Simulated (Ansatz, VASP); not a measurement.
## One calculation of MgC2, two programs

INCAR

```
SYSTEM = MgC2
PREC     = Accurate       ! precision mode
ENCUT    = 600            ! plane-wave cutoff, eV
EDIFF    = 1E-7           ! SCF threshold, eV
ISMEAR   = -1             ! smearing method
SIGMA    = 0.05           ! smearing width, eV
LREAL    = .FALSE.        ! projectors in reciprocal space
LASPH    = .TRUE.         ! aspherical terms in the spheres
NELM     = 60             ! most SCF steps
ALGO     = Normal         ! electronic algorithm
ISIF     = 3              ! what is computed and relaxed
LWAVE    = .FALSE.        ! write WAVECAR
LCHARG   = .FALSE.        ! write CHGCAR
GGA      = PE             ! functional
IVDW     = 12             ! dispersion correction
IBRION   = 2              ! ionic algorithm
NSW      = 60             ! ionic steps
EDIFFG   = -0.01          ! ionic threshold
```

The input KPOINTS:

```
regular mesh
0
G
  5 5 5
  0 0 0
```

POSCAR

```
MgC2
1.0
    3.9507770000      0.0000000000      0.0000000000
    0.0000000000      3.9507770000      0.0000000000
    0.0000000000      0.0000000000      4.9870890000
Mg C
2 4
Direct
    0.0000000000      0.0000000000      0.5000000000
    0.5000000000      0.5000000000      0.0000000000
    0.3876550000      0.6123450000      0.5000000000
    0.1123450000      0.1123450000      0.0000000000
    0.6123450000      0.3876550000      0.5000000000
    0.8876550000      0.8876550000      0.0000000000
```

The input input.yaml:

```yaml
crystal:
  lattice:
    - [3.950777, 0.0, 0.0]
    - [0.0, 3.950777, 0.0]
    - [0.0, 0.0, 4.987089]
  atoms:
    - { symbol: Mg, position: [0.0, 0.0, 0.5] }
    - { symbol: Mg, position: [0.5, 0.5, 0.0] }
    - { symbol: C, position: [0.387655, 0.612345, 0.5] }
    - { symbol: C, position: [0.112345, 0.112345, 0.0] }
    - { symbol: C, position: [0.612345, 0.387655, 0.5] }
    - { symbol: C, position: [0.887655, 0.887655, 0.0] }
hamiltonian:
  xc: pbe
  pseudopotentials: { kind: paw }
  dispersion: d3bj
kpoints:
  mp_grid: { grid: [5, 5, 5] }
scf:
  occupations: { method: fermi_dirac, width: 0.05 }
output:
  forces: true
  stress: true
  eigenvalues: true
  write_density: true
  write_potential: true
  elf: true
  volumetric_format: npy
relax:
  f_tol: 0.01
  max_steps: 40
  cell: { stress_tol: 0.05 }
```

Alike in both runs: task relaxation of cell and atoms; functional PBE; dispersion D3(BJ); k mesh 5 × 5 × 5; occupations fermi-dirac, width 0.05 eV; no spin polarisation.

|  | VASP | Ansatz |
| --- | --- | --- |
| version | VASP 6.6.1 | Ansatz 0.2.0 |
| potentials or method | VASP PAW PBE potentials, release 64 (Mg, C) | Ansatz PAW |
| plane-wave cutoff (eV) | 600 | 420 |
| valence electrons in the cell | 20 | 36 |

Ansatz gave:

* gap on the k mesh at the Fermi level, each at its own relaxed structure (eV): 2.57
* relaxed volume (Å³/atom): 12.63
* relaxed length of the cell vector where the two differ most in proportion (Å): 4.929

Problem. What did VASP give for the same quantities?

Solution. gap on the k mesh at the Fermi level, each at its own relaxed structure (eV): 2.54; relaxed volume (Å³/atom): 12.57; relaxed length of the cell vector where the two differ most in proportion (Å): 4.913.

VASP's potentials hold 20 valence electrons a cell and Ansatz's 36, so a difference there can come from the potentials and not from the codes.

Noted on Ansatz's run: odd divisions of the mesh miss points on the zone boundary, where band edges often lie, so the gap on the mesh can be too wide; the plane-wave basis is chosen anew once the cell has moved, so the energies of steps on either side of that aren't comparable.
